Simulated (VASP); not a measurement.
Write the native input for VASP 6.6.1 that does the following.

* Task: single point
* Functional: PBEsol
* Dispersion: D3(BJ)
* Potentials or basis: VASP PAW PBE potentials, release 64 (Mo_sv, S)
* Cutoff: 520 eV
* k mesh: 14 × 14 × 3
* Occupations: gaussian, width 0.15 eV
* Spin: no spin polarisation
* Dipole correction: no
* Further INCAR settings: ALGO = Fast; EDIFF = 1e-06; NBANDS = 49

The structure of MoS2 lies in POSCAR:

```
MoS2
1.0
   -3.0798097231      0.0000000000      0.0000000000
   -1.5399048616     -2.6671934590      0.0000000000
   -3.6957716678     -2.1337547672     17.1411508765
Mo S
3 6
Direct
    0.5314157509      0.5314157509      0.1690636447
    0.3236371989     -0.6763628011      0.8454535013
   -0.0724735251     -0.0724735251      0.5072585730
   -0.0848250027     -0.0848250027      0.9393645867
    0.5190642733     -0.4809357267      0.6011696583
    0.1229535493      0.1229535493      0.2629747300
    0.3359886765      0.3359886765      0.4133474877
    0.9398779525     -0.0601220475      0.0751525593
   -0.2679005995     -0.2679005995      0.7515424160
```

One way to write it, as run:

INCAR

```
SYSTEM = MoS2
  PREC = Accurate
  ENCUT = 520
  EDIFF = 1E-6
  ISMEAR = 0
  SIGMA = 0.15
  LREAL = .FALSE.
  LASPH = .TRUE.
  NELM = 60
  ALGO = Fast
  ISIF = 2
  LWAVE = .FALSE.
  LCHARG = .FALSE.
  GGA = PS
  IVDW = 12
  NBANDS = 49
```

KPOINTS

```
Automatic mesh
0
G
  14 14 3
  0 0 0
```

Potentials or basis: VASP PAW PBE potentials, release 64 (Mo_sv, S).

Run with:

```console
$ cat potpaw_PBE.64/Mo_sv/POTCAR potpaw_PBE.64/S/POTCAR > POTCAR
$ mpirun -np 1 vasp_std > vasp.out
```

Results of the run:

```
Pressure                   : 2.0 GPa
Largest force              : 1.336 eV/Å
Band gap on the k mesh     : zero (bands 39 and 40 overlap by 0.63 eV)
Dispersion energy per atom : -0.421 eV
```

Caveat: the PAW data sets were made with another functional, which shifts forces and pressure a little.

It took 35 min on 1 thread of Oxide Virtual Turin-like Processor (shared host), peak memory 0.82 GiB.
